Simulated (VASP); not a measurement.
Write the native input for VASP 6.6.1 that does the following.

| Property | Result |
| --- | --- |
| Task | single point |
| Functional | PBE |
| Potentials or basis | VASP PAW PBE potentials, release 64 (Nb_sv) |
| Cutoff | 520 eV |
| k mesh | 3 × 3 × 3 |
| Occupations | fermi-dirac, width 0.05 eV |
| Spin | no spin polarisation |
| Dipole correction | no |
| Further INCAR settings | ALGO = Normal; EDIFF = 1e-07; NBANDS = 54 |

The structure of Nb (a cell with a defect) lies in POSCAR:

```
Nb
1.0
   -3.3736720000      3.3736720000      3.3736720000
    3.3736720000     -3.3736720000      3.3736720000
    3.3736720000      3.3736720000     -3.3736720000
Nb
7
Direct
   -0.0213774487     -0.0217291426     -0.0532092331
   -0.0004838941      0.4992067990      0.0001578399
   -0.0213620352      0.5317074393      0.5002146030
    0.4996033995     -0.0007955723      0.0002783317
    0.5319593902     -0.0218278481      0.5002245328
    0.5319746555      0.5316130317      0.0536534079
    0.1165348914      0.1161990555      0.5002048213
```

One way to write it, as run:

INCAR

```
PREC = Accurate
ENCUT = 520
EDIFF = 1E-7
ISMEAR = -1
SIGMA = 0.05
LREAL = False
LASPH = True
NELM = 80
ALGO = Normal
ISIF = 2
LWAVE = False
LCHARG = False
GGA = PE
NBANDS = 54
```

KPOINTS

```
regular mesh
0
Gamma
  3 3 3
```

Potentials or basis: VASP PAW PBE potentials, release 64 (Nb_sv).

Command:

```bash
$ cat potpaw_PBE.64/Nb_sv/POTCAR > POTCAR
$ mpirun -np 1 vasp_std > vasp.out
```

It gave:

```yaml
Pressure: -13.5 GPa
Largest_force: 0.363 eV/Å
Band_gap_on_the_k_mesh: zero (an odd number of electrons rules out a gap without spin polarisation)
```

Caveat: the k points lie up to 0.44 Å⁻¹ apart, too coarse for converged energies and pressures of a metal.

Run time: 7.9 min on 1 thread of Intel Xeon 8259CL (shared host), peak memory 0.35 GiB.
